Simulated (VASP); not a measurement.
# NaPtCl3 (Pm-3m) in VASP: a series of runs

NaPtCl3 is run at these levels: PBE; tasks: single point.

All numbers are computed with VASP 6.6.1; they aren't measurements. Logs are shortened: lines on timing, memory, paths and dates and some standing lists are left out, and cuts for length are marked.

## Step 1: The cell of the first run

It takes space group Pm-3m (No. 221, cubic). Conventional cell: a = 4.986 Å, b = 4.986 Å, c = 4.986 Å, α = 90.00°, β = 90.00°, γ = 90.00°. Within 4.6 Å of Na (site symmetry m-3m) lie 12 Cl at 3.53 Å and 8 Pt at 4.32 Å. Pt (site symmetry m-3m) has 6 Cl at 2.49 Å within 3.3 Å. Cl (site symmetry 4/mmm) has 2 Pt at 2.49 Å within 3.3 Å.

## Step 2: Single point, PBE (24.80 Å³/atom)

Input file INCAR:

```
SYSTEM = NaPtCl3
PREC = Accurate
ENCUT = 520
EDIFF = 1E-6
ISMEAR = 0
SIGMA = 0.1
LREAL = .FALSE.
LASPH = .TRUE.
NELM = 80
ALGO = Normal
ISIF = 2
LWAVE = .FALSE.
LCHARG = .FALSE.
GGA = PE
NBANDS = 27
```

Input file KPOINTS:

```
Automatic mesh
0
G
  8 8 8
  0 0 0
```

Input file POSCAR:

```
NaPtCl3
1.0
    4.9863660343      0.0000000000      0.0000000000
    0.0000000000      4.9863660343      0.0000000000
    0.0000000000      0.0000000000      4.9863660343
Na Pt Cl
1 1 3
Direct
    0.0000000000      0.0000000000      0.0000000000
    0.5000000000      0.5000000000      0.5000000000
    0.0000000000      0.5000000000      0.5000000000
    0.5000000000      0.5000000000      0.0000000000
    0.5000000000      0.0000000000      0.5000000000
```

Potentials or basis: VASP PAW PBE potentials, release 64 (Na_pv, Pt, Cl).

Launch:

```sh
$ cat potpaw_PBE.64/Na_pv/POTCAR potpaw_PBE.64/Pt/POTCAR potpaw_PBE.64/Cl/POTCAR > POTCAR
$ mpirun -np 1 vasp_std > vasp.out
```

OUTCAR:

```text
SYSTEM = NaPtCl3
   PREC = Accurate
   ENCUT = 520
   EDIFF = 1E-6
   ISMEAR = 0
   LREAL = .FALSE.
   LASPH = .TRUE.
   NELM = 80
   ISIF = 2
   GGA = PE

 ion  position               nearest neighbor table
   1  0.000  0.000  0.000-
   2  0.500  0.500  0.500-   3 2.49   4 2.49   5 2.49   4 2.49   5 2.49   3 2.49
   3  0.000  0.500  0.500-   2 2.49   2 2.49
   4  0.500  0.500  0.000-   2 2.49   2 2.49
   5  0.500  0.000  0.500-   2 2.49   2 2.49

  LATTYP: Found a simple cubic cell.
 ALAT       =     4.9863660343

  Lattice vectors:

 A1 = (   4.9863660343,   0.0000000000,   0.0000000000)
 A2 = (   0.0000000000,   4.9863660343,   0.0000000000)
 A3 = (   0.0000000000,   0.0000000000,   4.9863660343)

Analysis of symmetry for initial positions (statically):
=====================================================================
 Subroutine PRICEL returns:
 Original cell was already a primitive cell.

 Routine SETGRP: Setting up the symmetry group for a
 simple cubic supercell.

 Subroutine GETGRP returns: Found 48 space group operations
 (whereof 48 operations were pure point group operations)
 out of a pool of 48 trial point group operations.

The static configuration has the point symmetry O_h .

Analysis of symmetry for dynamics (positions and initial velocities):
=====================================================================
 Subroutine PRICEL returns:
 Original cell was already a primitive cell.

 Routine SETGRP: Setting up the symmetry group for a
 simple cubic supercell.

 Subroutine GETGRP returns: Found 48 space group operations
 (whereof 48 operations were pure point group operations)
 out of a pool of 48 trial point group operations.

The dynamic configuration has the point symmetry O_h .

 Subroutine INISYM returns: Found 48 space group operations
 (whereof 48 operations are pure point group operations),
 and found     1 'primitive' translations

----------------------------------------------------------------------------------------

                                     Primitive cell

  volume of cell :     123.9802

  direct lattice vectors                    reciprocal lattice vectors
     4.986366034  0.000000000  0.000000000     0.200546850  0.000000000  0.000000000
     0.000000000  4.986366034  0.000000000     0.000000000  0.200546850  0.000000000
     0.000000000  0.000000000  4.986366034     0.000000000  0.000000000  0.200546850

  length of vectors
     4.986366034  4.986366034  4.986366034     0.200546850  0.200546850  0.200546850

  position of ions in fractional coordinates (direct lattice)
     0.000000000  0.000000000  0.000000000
     0.500000000  0.500000000  0.500000000
     0.000000000  0.500000000  0.500000000
     0.500000000  0.500000000  0.000000000
     0.500000000  0.000000000  0.500000000

  ion indices of the primitive-cell ions
   primitive index   ion index
                 1           1
                 2           2
                 3           3
                 4           4
                 5           5

----------------------------------------------------------------------------------------

 KPOINTS: Automatic mesh

Automatic generation of k-mesh.
 Grid dimensions read from file:
 generate k-points for:    8    8    8

 Generating k-lattice:

  Cartesian coordinates                     Fractional coordinates (reciprocal lattice)
     0.025068356  0.000000000  0.000000000     0.125000000  0.000000000  0.000000000
     0.000000000  0.025068356  0.000000000     0.000000000  0.125000000  0.000000000
     0.000000000  0.000000000  0.025068356     0.000000000  0.000000000  0.125000000

  Length of vectors
     0.025068356  0.025068356  0.025068356

  Shift w.r.t. Gamma in fractional coordinates (k-lattice)
     0.000000000  0.000000000  0.000000000

 Subroutine IBZKPT returns following result:
 ===========================================

 Found     35 irreducible k-points:

 Following reciprocal coordinates:
            Coordinates               Weight
  0.000000  0.000000  0.000000      1.000000
  0.125000  0.000000  0.000000      6.000000
  0.250000  0.000000  0.000000      6.000000
  0.375000  0.000000  0.000000      6.000000
  0.500000  0.000000  0.000000      3.000000
  0.125000  0.125000  0.000000     12.000000
[... 16 lines left out ...]
  0.375000  0.375000  0.125000     24.000000
  0.500000  0.375000  0.125000     24.000000
 [... further k-points ...]
   k-points           NKPTS =     35   k-points in BZ     NKDIM =     35   number of bands    NBANDS=     27
   number of dos      NEDOS =    301   number of ions     NIONS =      5
   total plane-waves  NPLWV =  64000
   dimension x,y,z NGX =    40 NGY =   40 NGZ =   40
   dimension x,y,z NGXF=    80 NGYF=   80 NGZF=   80
   ions per type =               1   1   3
   NGX,Y,Z   is equivalent  to a cutoff of  13.34, 13.34, 13.34 a.u.
   NGXF,Y,Z  is equivalent  to a cutoff of  26.67, 26.67, 26.67 a.u.
 SYSTEM =  NaPtCl3
   PREC   = accura    normal or accurate (medium, high low for compatibility)
   ISTART =      0    job   : 0-new  1-cont  2-samecut
   ICHARG =      2    charge: 1-file 2-atom 10-const
   ISPIN  =      1    spin polarized calculation?
   LNONCOLLINEAR =      F non collinear calculations
   LSORBIT =      F    spin-orbit coupling
   LASPH  =      T    aspherical Exc in radial PAW
   ENCUT  =  520.0 eV  38.22 Ry    6.18 a.u.   9.27  9.27  9.27*2*pi/ulx,y,z
   NELM   =     80;   NELMIN=  2; NELMDL= -5     # of ELM steps
   EDIFF  = 0.1E-05   stopping-criterion for ELM
   LREAL  =      F    real-space projection
   EDIFFG = 0.1E-04   stopping-criterion for IOM
   NSW    =      0    number of steps for IOM
   IBRION =     -1    ionic relax: 0-MD 1-quasi-New 2-CG
   NFREE  =      0    steps in history (QN), initial steepest desc. (CG)
   ISIF   =      2    stress and relaxation
   ISYM   =      2    0-nonsym 1-usesym 2-fastsym
   POTIM  = 0.5000    time-step for ionic-motion
   TEBEG  =    0.0;   TEEND  =   0.0 temperature during run
   PSTRESS=    0.0 pullay stress
   NELECT =      38.0000    total number of electrons
   NUPDOWN=      -1.0000    fix difference up-down
   EMIN   =  10.00;   EMAX   =-10.00  energy-range for DOS
   EFERMI =   0.00;   METHOD = LEGACY
   ISMEAR =     0;   SIGMA  =   0.10  broadening in eV -4-tet -1-fermi 0-gaus
   EFERMI_NEDOS =   21; number of points for ismear=-14 and -15
   IALGO  =     38    algorithm
   IMIX   =      4    mixing-type and parameters
     AMIX     =   0.40;   BMIX     =  1.00
     AMIX_MAG =   1.60;   BMIX_MAG =  1.00
  volume/ion in A,a.u.               =      24.80       167.33
  Fermi-wavevector in a.u.,A,eV,Ry     =   1.103787  2.085855 16.576595  1.218345
  Thomas-Fermi vector in A             =   2.240250
   LORBIT       =      0    0 simple, 1 ext, 2 COOP (PROOUT), +10 PAW based schemes
   GGA     = PE    functional components
   LHFCALC =     F    Hartree Fock is set to
   AEXX    =    0.0000 exact exchange contribution
   IVDW    =     0    specifies the selected vdW correction
   LEPSILON=     F    determine dielectric tensor
   LRPA    =     F    only Hartree local field effects (RPA)
 non-spin polarized calculation
 Gauss-broadening in eV      SIGMA  =   0.10
  energy-cutoff  :      520.00
  volume of cell :      123.98
 maximum number of plane-waves:      3362
 NGX is ok and might be reduce to    40
   NGX = 19   NGY = 19   NGZ = 19

 number of electron      37.9999982 magnetization

 Free energy of the ion-electron system (eV)
  ---------------------------------------------------
  ext. energy  EPLUGINS =         0.00000000
  ---------------------------------------------------
  free energy    TOTEN  =       -16.72085044 eV

  energy without entropy =      -16.71823149  energy(sigma->0) =      -16.71954097

 E-fermi :   2.3288     XC(G=0):  -8.4205

 val. band max:        2.2621378638   @ k =   0.5000   0.1250   0.0000
 cond. band min:       2.4254239007   @ k =   0.3750   0.1250   0.1250
 fundamental gap:      0.1632860369
 Fermi energy:         2.3288422947

 k-point     1 :       0.0000    0.0000    0.0000
  band No.  band energies     occupation
      1     -22.0092      2.00000
      2     -22.0092      2.00000
      3     -22.0092      2.00000
      4     -13.4269      2.00000
      5     -12.6552      2.00000
      6     -12.6552      2.00000
[... 19 lines left out ...]
     26      11.1665      0.00000
     27      11.1671      0.00000

 k-point     2 :       0.1250    0.0000    0.0000
  band No.  band energies     occupation
      1     -22.0093      2.00000
      2     -22.0092      2.00000
      3     -22.0092      2.00000
      4     -13.3957      2.00000
      5     -12.6616      2.00000
      6     -12.6542      2.00000
[... 19 lines left out ...]
     26      10.7754      0.00000
     27      11.2202      0.00000

 k-point     3 :       0.2500    0.0000    0.0000
  band No.  band energies     occupation
      1     -22.0095      2.00000
      2     -22.0091      2.00000
      3     -22.0091      2.00000
      4     -13.3150      2.00000
      5     -12.6810      2.00000
      6     -12.6516      2.00000
[... 19 lines left out ...]
     26      10.3424      0.00000
     27      11.3807      0.00000

 k-point     4 :       0.3750    0.0000    0.0000
  band No.  band energies     occupation
      1     -22.0097      2.00000
      2     -22.0091      2.00000
      3     -22.0091      2.00000
      4     -13.2241      2.00000
      5     -12.7089      2.00000
      6     -12.6491      2.00000
[... 19 lines left out ...]
     26      10.3118      0.00000
     27      11.6670      0.00000

 k-point     5 :       0.5000    0.0000    0.0000
  band No.  band energies     occupation
      1     -22.0098      2.00000
      2     -22.0091      2.00000
      3     -22.0091      2.00000
      4     -13.1818      2.00000
      5     -12.7246      2.00000
      6     -12.6480      2.00000
[... 19 lines left out ...]
     26      10.6968      0.00000
     27      11.4755      0.00000

 k-point     6 :       0.1250    0.1250    0.0000
  band No.  band energies     occupation
      1     -22.0093      2.00000
      2     -22.0092      2.00000
      3     -22.0091      2.00000
      4     -13.3643      2.00000
      5     -12.6637      2.00000
      6     -12.6570      2.00000
[... 444 lines left out ...]
      1     -22.0097      2.00000
      2     -22.0094      2.00000
      3     -22.0092      2.00000
      4     -13.0790      2.00000
      5     -12.7019      2.00000
      6     -12.6691      2.00000
[... 19 lines left out ...]
     26      10.5655      0.00000
     27      11.0487      0.00000

 k-point    22 :       0.5000    0.2500    0.1250
  band No.  band energies     occupation
      1     -22.0097      2.00000
      2     -22.0094      2.00000
      3     -22.0092      2.00000
      4     -13.0353      2.00000
      5     -12.7160      2.00000
      6     -12.6683      2.00000
[... 19 lines left out ...]
     26      10.4454      0.00000
     27      10.6973      0.00000

 k-point    23 :       0.3750    0.3750    0.1250
  band No.  band energies     occupation
      1     -22.0096      2.00000
      2     -22.0096      2.00000
      3     -22.0092      2.00000
      4     -12.9853      2.00000
      5     -12.7016      2.00000
      6     -12.6875      2.00000
[... 19 lines left out ...]
     26      10.2872      0.00000
     27      10.4812      0.00000

 k-point    24 :       0.5000    0.3750    0.1250
  band No.  band energies     occupation
      1     -22.0097      2.00000
      2     -22.0096      2.00000
      3     -22.0091      2.00000
      4     -12.9393      2.00000
      5     -12.7114      2.00000
      6     -12.6915      2.00000
[... 19 lines left out ...]
     26      10.0542      0.00000
     27      10.1876      0.00000

 [... further k-points ...]
[... 5 lines left out ...]
  --------------------------------------------------------------------------------------
  -------------------------------------------------------------------------------------
  Total       -1.1126346     -1.1126346     -1.1126346      0.0000000      0.0000000      0.0000000
  in kB      -14.3784038    -14.3784038    -14.3784038      0.0000000      0.0000000      0.0000000
  external PRESSURE =     -14.3784038 kB  Pullay stress =       0.0000000 kB

 VOLUME and BASIS-vectors are now :
 -----------------------------------------------------------------------------
  energy-cutoff  :      520.00
  volume of cell :      123.98
      direct lattice vectors                 reciprocal lattice vectors
     4.986366034  0.000000000  0.000000000     0.200546850  0.000000000  0.000000000
     0.000000000  4.986366034  0.000000000     0.000000000  0.200546850  0.000000000
     0.000000000  0.000000000  4.986366034     0.000000000  0.000000000  0.200546850

 POSITION                                       TOTAL-FORCE (eV/Angst)
 -----------------------------------------------------------------------------------
      0.00000      0.00000      0.00000         0.000000      0.000000      0.000000
      2.49318      2.49318      2.49318         0.000000      0.000000      0.000000
      0.00000      2.49318      2.49318         0.000000      0.000000      0.000000
      2.49318      2.49318      0.00000         0.000000      0.000000      0.000000
      2.49318      0.00000      2.49318         0.000000      0.000000      0.000000
 -----------------------------------------------------------------------------------
    total drift:                                0.000000     -0.000000     -0.000000

  FREE ENERGIE OF THE ION-ELECTRON SYSTEM (eV)
  ---------------------------------------------------
  free  energy   TOTEN  =       -16.7208504443 eV

  energy  without entropy=      -16.7182314872  energy(sigma->0) =      -16.71954097
```

It took 93 s on 1 thread of Intel Xeon Platinum 8488C (Sapphire Rapids), shared host; peak memory 0.3 GiB.

Results:

| Item | Value |
| --- | --- |
| Free energy | -16.7209 eV |
| Pressure | -1.4 GPa |
| Band gap on the k mesh | zero (bands 19 and 20 overlap by 4.21 eV) |

Caveat: spin-orbit coupling is left out, which moves the levels of the heavy elements.

## Step 3: Single point, PBE, collinear spin

This run uses another cell than the first one, of 23.47 Å³/atom.

Input file INCAR:

```
PREC     = Accurate       # precision mode
ENCUT    = 520            # plane-wave cutoff, eV
EDIFF    = 1E-6           # SCF threshold, eV
ISMEAR   = 0              # smearing method
SIGMA    = 0.1            # smearing width, eV
LREAL    = F              # projectors in reciprocal space
LASPH    = T              # aspherical terms in the spheres
NELM     = 150            # most SCF steps
ALGO     = Normal         # electronic algorithm
ISIF     = 2              # what is computed and relaxed
LWAVE    = F              # write WAVECAR
LCHARG   = F              # write CHGCAR
ISPIN    = 2              # spin polarisation
MAGMOM   = 0 1 0 0 0      # initial moments
LORBIT   = 11             # projections on sites
LMAXMIX  = 4              # l up to which the mixer works
GGA      = PE             # functional
NBANDS   = 31             # bands
```

Input file KPOINTS:

```
Automatic mesh
0
Gamma
  4 4 4
```

POSCAR, as its differences from that of step 2:

```diff
@@ -2,5 +2,5 @@
 1.0
-    4.9863660343      0.0000000000      0.0000000000
-    0.0000000000      4.9863660343      0.0000000000
-    0.0000000000      0.0000000000      4.9863660343
+    4.8959979000      0.0000000000      0.0000000000
+    0.0000000000      4.8959979000      0.0000000000
+    0.0000000000      0.0000000000      4.8959979000
 Na Pt Cl
```

Potentials or basis: VASP PAW PBE potentials, release 64 (Na_pv, Pt, Cl).

Launch:

```sh
$ cat potpaw_PBE.64/Na_pv/POTCAR potpaw_PBE.64/Pt/POTCAR potpaw_PBE.64/Cl/POTCAR > POTCAR
$ mpirun -np 1 vasp_std > vasp.out
```

Run time: 52 s. Hardware: 1 thread of Intel Xeon Platinum 8488C (Sapphire Rapids), shared host; peak memory 0.26 GiB.

The run converged. Its results:

```
Free energy                                           : -16.5761 eV
Pressure                                              : 1.7 GPa
Net moment                                            : 0.52 μB per cell
Site moments                                          : Na -0.00; Pt +0.34; Cl +0.05 μB
Valence electrons inside the program's atomic spheres : Na 5.97; Pt 9.12; Cl 5.09
```

Levels at points of the mesh, in eV from the Fermi level:
Spin up:
```csv
k point,band 15,band 16,band 17,band 18,band 19,band 20,band 21,band 22,band 23,band 24
"(0.00, 0.00, 0.00)",-3.09,-3.06,-3.06,-3.06,-2.44,-2.44,0.91,1.94,5.97,5.97
"(0.50, 0.00, 0.00)",-3.13,-3.08,-2.44,-1.49,-1.49,-1.10,3.95,4.47,5.03,7.21
"(0.50, 0.50, 0.00)",-2.46,-1.91,-1.49,-1.49,-1.35,2.17,4.30,5.92,5.92,5.99
"(0.50, 0.50, 0.50)",-2.44,-1.31,-1.31,-1.31,2.18,2.18,2.78,5.48,5.48,5.48
```
Spin down:
| k point | band 15 | band 16 | band 17 | band 18 | band 19 | band 20 | band 21 | band 22 | band 23 | band 24 |
| --- | --- | --- | --- | --- | --- | --- | --- | --- | --- | --- |
| (0.00, 0.00, 0.00) | -3.00 | -2.97 | -2.97 | -2.97 | -2.10 | -2.10 | 1.01 | 1.96 | 5.98 | 5.98 |
| (0.50, 0.00, 0.00) | -3.08 | -2.96 | -2.10 | -1.40 | -1.40 | -0.85 | 3.96 | 4.48 | 5.19 | 7.22 |
| (0.50, 0.50, 0.00) | -2.42 | -1.61 | -1.39 | -1.39 | -1.24 | 2.44 | 4.31 | 5.94 | 5.94 | 5.99 |
| (0.50, 0.50, 0.50) | -2.41 | -1.20 | -1.20 | -1.20 | 2.45 | 2.45 | 2.78 | 5.51 | 5.51 | 5.51 |

Caveat: spin-orbit coupling is left out, which moves the levels of the heavy elements.
